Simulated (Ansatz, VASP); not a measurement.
This is a calculation of La2O3 for VASP 6.6.1.

The input INCAR:

```
PREC     = Accurate       # precision mode
ENCUT    = 520            # plane-wave cutoff, eV
EDIFF    = 1E-7           # SCF threshold, eV
ISMEAR   = -1             # smearing method
SIGMA    = 0.05           # smearing width, eV
LREAL    = F              # projectors in reciprocal space
LASPH    = T              # aspherical terms in the spheres
NELM     = 80             # most SCF steps
ALGO     = Normal         # electronic algorithm
ISIF     = 2              # what is computed and relaxed
LWAVE    = F              # write WAVECAR
LCHARG   = T              # write CHGCAR
GGA      = CA             # functional
LELF     = T              # ELF
LVHAR    = T            
NBANDS   = 28             # bands
```

KPOINTS

```
Automatic mesh
0
Gamma
  5 5 8
```

File POSCAR:

```
La2O3
1.0
    6.4952117420      0.0000000000      0.0000000000
   -3.2476058710      5.6250183716      0.0000000000
    0.0000000000      0.0000000000      3.3544183217
La O
2 3
Direct
    0.6666666667      0.3333333333      0.4981030000
    0.3333333333      0.6666666667      0.5018970000
    0.5046070000      0.0000000000      0.0000000000
    0.0000000000      0.5046070000      0.0000000000
    0.4953930000      0.4953930000      0.0000000000
```

Potentials or basis: VASP PAW LDA potentials, release 64 (La, O).

Run with:

```console
$ cat potpaw_LDA.64/La/POTCAR potpaw_LDA.64/O/POTCAR > POTCAR
$ mpirun -np 1 vasp_std > vasp.out
```

Question: Translate it to Ansatz 0.2.0. Potentials there: all-electron LAPW, scalar-relativistic.

Answer: As run (the cutoff follows the program's own potentials):

Contents of input.yaml:

```yaml
crystal:
  lattice:
    - [6.495211742, 0.0, 0.0]
    - [-3.247605871, 5.6250183716, 0.0]
    - [0.0, 0.0, 3.3544183217]
  atoms:
    - { symbol: La, position: [0.6666666667, 0.3333333333, 0.498103] }
    - { symbol: La, position: [0.3333333333, 0.6666666667, 0.501897] }
    - { symbol: O, position: [0.504607, 0.0, 0.0] }
    - { symbol: O, position: [0.0, 0.504607, 0.0] }
    - { symbol: O, position: [0.495393, 0.495393, 0.0] }
kpoints:
  mp_grid: { grid: [5, 5, 8] }
scf:
  occupations: { method: fermi_dirac, width: 0.05 }
hamiltonian:
  xc: lda
  pseudopotentials: { kind: all_electron, lapw: { basis_error: 0.002 } }
output:
  forces: true
  stress: true
  eigenvalues: true
```

Potentials or basis: all-electron LAPW, scalar-relativistic.

Launch:

```sh
$ ansatz run input.yaml --threads 4 --pin off --max-ram 14336MiB --backend cpu --events-out ev --progress --plain --runs-dir out
```

Both were run:

|  | VASP | Ansatz | Ansatz less VASP |
| --- | --- | --- | --- |
| gap on the k mesh at the Fermi level (eV) | 1.73 | 1.74 | +0.007 |
| least direct gap on the mesh (eV) | 2.03 | 2.04 | +0.003 |
| pressure (GPa) | -9.5 | -9.4 | +0.06 |
| traceless stress, the component that is largest in VASP (GPa) | -3.13 | -3.15 | -0.013 |
| rms of the force components (eV/Å) | 0.029 | 0.029 | -0.0001 |

LDA's correlation is that of Perdew and Zunger in VASP and of Perdew and Wang (1992) in Ansatz. Atom by atom the forces differ by 0.000 eV/Å (rms over components). Ansatz ran all-electron here, and VASP with PAW potentials.

Neither program's run includes spin-orbit coupling.
